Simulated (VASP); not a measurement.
# BN (R3m) in VASP: notebook, part 2 of 2

VASP 6.6.1. Earlier steps stand in the parts before.

## Step 4: Single point, PBEsol

This run uses another cell than the first one, of 9.51 Å³/atom, 1.061 times its volume.

INCAR reads:

```
PREC = Accurate
ENCUT = 520
EDIFF = 1E-6
ISMEAR = 0
SIGMA = 0.01
LREAL = False
LASPH = True
NELM = 60
ALGO = Normal
ISIF = 2
LWAVE = False
LCHARG = True
GGA = PS
LELF = True
LVHAR = True
NBANDS = 11
```

KPOINTS reads:

```
Automatic mesh
0
Gamma
  10 10 10
```

POSCAR reads:

```
BN
1.0
    1.2675857967      0.7318410045      3.4173202058
   -1.2675857967      0.7318410045      3.4173202058
    0.0000000000     -1.4636820091      3.4173202058
B N
1 1
Direct
    0.9996712000      0.9996712000      0.9996712000
    0.3327618000      0.3327618000      0.3327618000
```

Potentials or basis: VASP PAW PBE potentials, release 64 (B, N).

Run with:

```console
> cat potpaw_PBE.64/B/POTCAR potpaw_PBE.64/N/POTCAR > POTCAR
> mpirun -np 1 vasp_std > vasp.out
```

OUTCAR:

```text
PREC = Accurate
   ENCUT = 520
   EDIFF = 1E-6
   ISMEAR = 0
   LREAL = False
   LASPH = True
   NELM = 60
   ISIF = 2
   GGA = PS

 ion  position               nearest neighbor table
   1  1.000  1.000  1.000-   2 1.46   2 1.46   2 1.46
   2  0.333  0.333  0.333-   1 1.46   1 1.46   1 1.46

  LATTYP: Found a trigonal (rhomboedric) cell.
 ALAT       =     3.7175855601
 COS(alpha) =     0.7674786788

  Lattice vectors:

 A1 = (   1.2675857967,   0.7318410045,   3.4173202058)
 A2 = (  -1.2675857967,   0.7318410045,   3.4173202058)
 A3 = (   0.0000000000,  -1.4636820091,   3.4173202058)

Analysis of symmetry for initial positions (statically):
=====================================================================
 Subroutine PRICEL returns:
 Original cell was already a primitive cell.

 Routine SETGRP: Setting up the symmetry group for a
 trigonal (rhombohedral) supercell.

 Subroutine GETGRP returns: Found  6 space group operations
 (whereof  6 operations were pure point group operations)
 out of a pool of 12 trial point group operations.

The static configuration has the point symmetry C_3v.

Analysis of symmetry for dynamics (positions and initial velocities):
=====================================================================
 Subroutine PRICEL returns:
 Original cell was already a primitive cell.

 Routine SETGRP: Setting up the symmetry group for a
 trigonal (rhombohedral) supercell.

 Subroutine GETGRP returns: Found  6 space group operations
 (whereof  6 operations were pure point group operations)
 out of a pool of 12 trial point group operations.

The dynamic configuration has the point symmetry C_3v.

 Subroutine INISYM returns: Found  6 space group operations
 (whereof  6 operations are pure point group operations),
 and found     1 'primitive' translations

----------------------------------------------------------------------------------------

[... 118 lines left out ...]
   LHFCALC =     F    Hartree Fock is set to
   AEXX    =    0.0000 exact exchange contribution
   IVDW    =     0    specifies the selected vdW correction
   LEPSILON=     F    determine dielectric tensor
   LRPA    =     F    only Hartree local field effects (RPA)
 non-spin polarized calculation
 Gauss-broadening in eV      SIGMA  =   0.01
  energy-cutoff  :      520.00
  volume of cell :       19.02
 maximum number of plane-waves:       523
   NGX = 13   NGY = 13   NGZ = 13

 number of electron       8.0000000 magnetization

 Free energy of the ion-electron system (eV)
  ---------------------------------------------------
  ext. energy  EPLUGINS =         0.00000000
  ---------------------------------------------------
  free energy    TOTEN  =       -18.26911204 eV

  energy without entropy =      -18.26911204  energy(sigma->0) =      -18.26911204

 E-fermi :   1.8638     XC(G=0): -10.0416

 val. band max:        1.8175712962   @ k =  -0.3000   0.3000   0.0000
 cond. band min:       5.9188505968   @ k =   0.5000   0.5000  -0.0000
 fundamental gap:      4.1012793006
 Fermi energy:         1.8638437117

 k-point     1 :       0.0000    0.0000    0.0000
  band No.  band energies     occupation
      1     -15.7099      2.00000
      2      -2.2741      2.00000
      3       0.4782      2.00000
      4       0.4782      2.00000
      5       6.6853      0.00000
      6      13.1004      0.00000
      7      13.1004      0.00000
      8      14.4295      0.00000
      9      15.7827      0.00000
     10      26.8014      0.00000
     11      28.8275      0.00000
[... 309 lines left out ...]
 k-point    24 :       0.4000    0.3000   -0.0000
  band No.  band energies     occupation
      1     -13.4239      2.00000
      2      -5.2061      2.00000
      3      -2.3522      2.00000
      4      -0.2893      2.00000
      5       7.9503      0.00000
      6      11.7190      0.00000
      7      13.7679      0.00000
      8      18.4533      0.00000
      9      19.4261      0.00000
     10      21.7699      0.00000
     11      25.7959      0.00000

 [... further k-points ...]

------------------------ aborting loop because EDIFF is reached ----------------------------------------

  FORCE on cell =-STRESS in cart. coord.  units (eV):
  Direction    XX          YY          ZZ          XY          YZ          ZX
  --------------------------------------------------------------------------------------
  -------------------------------------------------------------------------------------
  Total       -1.3987830     -1.3987831      0.0130536      0.0000000     -0.0000000      0.0000000
  in kB     -117.8229562   -117.8229573      1.0995388      0.0000000     -0.0000000      0.0000000
  external PRESSURE =     -78.1821249 kB  Pullay stress =       0.0000000 kB

 VOLUME and BASIS-vectors are now :
 -----------------------------------------------------------------------------
  energy-cutoff  :      520.00
  volume of cell :       19.02
      direct lattice vectors                 reciprocal lattice vectors
     1.267585797  0.731841005  3.417320206     0.394450617  0.227736169  0.097542318
    -1.267585797  0.731841005  3.417320206    -0.394450617  0.227736169  0.097542318
     0.000000000 -1.463682009  3.417320206     0.000000000 -0.455472338  0.097542318

 POSITION                                       TOTAL-FORCE (eV/Angst)
 -----------------------------------------------------------------------------------
      0.00000     -0.00000     10.24859         0.000000      0.000000     -0.005385
      0.00000     -0.00000      3.41146         0.000000     -0.000000      0.005385
 -----------------------------------------------------------------------------------
    total drift:                               -0.000000     -0.000000      0.000079

  FREE ENERGIE OF THE ION-ELECTRON SYSTEM (eV)
  ---------------------------------------------------
  free  energy   TOTEN  =       -18.2691120429 eV

  energy  without entropy=      -18.2691120429  energy(sigma->0) =      -18.26911204
```

stdout:

```text
POSCAR found type information on POSCAR B N
 POSCAR found :  2 types and       2 ions
 scaLAPACK will be used
 -----------------------------------------------------------------------------
|                                                                             |
|                                                                             |
|     You enforced a specific xc type in the INCAR file but a different       |
|     I HOPE YOU KNOW WHAT YOU ARE DOING!                                     |
|                                                                             |
 -----------------------------------------------------------------------------

 LDA part: xc-table for (Slater+PW92), standard interpolation
 POSCAR, INCAR and KPOINTS ok, starting setup
 FFT: planning ... GRIDC
 FFT: planning ... GRID_SOFT
 FFT: planning ... GRID
 WAVECAR not read
 entering main loop
```

Wall time 32 s (1 thread of Intel Xeon 6975P-C, shared host); peak memory 0.16 GiB.

What came out:

- Free energy: -18.2691 eV
- Pressure: -7.8 GPa
- Largest force: 0.005 eV/Å
- Band gap on the k mesh: 4.10 eV, indirect (least direct gap 4.73 eV)

Forces in eV/Å, atoms in the order of the input:
```
B    0.000  0.000 -0.005
N    0.000  0.000  0.005
```

Levels at points of the mesh, in eV from the valence-band top:
| k point | band 2 | band 3 | band 4 | band 5 | band 6 | band 7 |
| --- | --- | --- | --- | --- | --- | --- |
| (0.00, 0.00, 0.00) | -4.09 | -1.34 | -1.34 | 4.87 | 11.28 | 11.28 |
| (0.50, 0.00, 0.00) | -8.82 | -4.04 | -0.61 | 5.08 | 9.43 | 12.59 |
| (0.50, 0.50, 0.00) | -8.70 | -4.09 | -1.17 | 4.10 | 9.41 | 13.74 |
| (0.50, 0.50, 0.50) | -5.99 | -1.36 | -1.36 | 9.68 | 11.22 | 11.22 |

Caveat: the PAW data sets were made with another functional, which shifts forces and pressure a little. Expect the measured gap to be larger: semilocal functionals such as PBEsol lack the derivative discontinuity.

## Step 5: Single point, PBEsol

This run uses another cell than the first one, of 9.69 Å³/atom, 1.082 times its volume.

INCAR reads:

```
  ALGO = Normal
  EDIFF = 1E-7
  ENCUT = 520
  GGA = PS
  ISIF = 2
  ISMEAR = 0
  LASPH = True
  LCHARG = False
  LREAL = False
  LWAVE = False
  NBANDS = 11
  NELM = 60
  PREC = Accurate
  SIGMA = 0.01
```

KPOINTS reads:

```
k-points
0
Gamma
  10 10 10
```

POSCAR reads:

```
BN
1.0
    1.2756598093      0.7365025379      3.4390871634
   -1.2756598093      0.7365025379      3.4390871634
    0.0000000000     -1.4730050758      3.4390871634
B N
1 1
Direct
    0.9996712000      0.9996712000      0.9996712000
    0.3327618000      0.3327618000      0.3327618000
```

Run with:

```console
> cat potpaw_PBE.64/B/POTCAR potpaw_PBE.64/N/POTCAR > POTCAR
> mpirun -np 1 vasp_std > vasp.out
```

Wall time 35 s (1 thread of Intel Xeon 6975P-C, shared host); peak memory 0.16 GiB.

It converged, with:

```
Free energy            : -18.2471 eV
Pressure               : -11.7 GPa
Largest force          : 0.007 eV/Å
Band gap on the k mesh : 4.08 eV, indirect (least direct gap 4.68 eV)
```

Forces in eV/Å, atoms in the order of the input:
```
B    0.000  0.000 -0.007
N    0.000  0.000  0.007
```

Stress tensor (GPa, compression positive):
```
-17.53   0.00   0.00
  0.00 -17.53   0.00
  0.00   0.00   0.01
```

Levels at points of the mesh, in eV from the valence-band top:
```csv
k point,band 1,band 2,band 3,band 4,band 5,band 6,band 7,band 8,band 9
"(0.00, 0.00, 0.00)",-17.41,-4.02,-1.36,-1.36,4.83,11.13,11.13,12.39,13.62
"(0.50, 0.00, 0.00)",-14.37,-8.74,-4.01,-0.60,5.03,9.24,12.47,14.42,19.12
"(0.50, 0.50, 0.00)",-14.31,-8.62,-4.06,-1.14,4.08,9.22,13.60,16.75,19.31
"(0.50, 0.50, 0.50)",-17.18,-5.88,-1.37,-1.37,9.55,11.06,11.06,11.16,15.51
```

Caveat: the PAW data sets were made with another functional, which shifts forces and pressure a little. A k mesh can miss the band edges.

## Step 6: The runs side by side

| cell | gap on the mesh (eV) | pressure (GPa) | largest force (eV/Å) |
| --- | --- | --- | --- |
| a = 3.645 Å, angles 39.9°, 2 atoms | 4.16 | 6.1 | - |
| a = 3.694 Å, angles 39.9°, 2 atoms | 4.12 | -3.6 | - |
| a = 3.718 Å, angles 39.9°, 2 atoms | 4.10 | -7.8 | 0.01 |
| a = 3.741 Å, angles 39.9°, 2 atoms | 4.08 | -11.7 | 0.01 |

Alike in all rows: task single point; level PBEsol; potentials or basis VASP PAW PBE potentials, release 64 (B, N); no spin polarisation; k mesh 10 × 10 × 10; cutoff (eV) 520; smearing gaussian 0.01 eV.

Caveats: the PAW data sets were made with another functional, which shifts forces and pressure a little.

Total energies depend on the potentials used, so only differences within one code and one set of settings carry meaning.
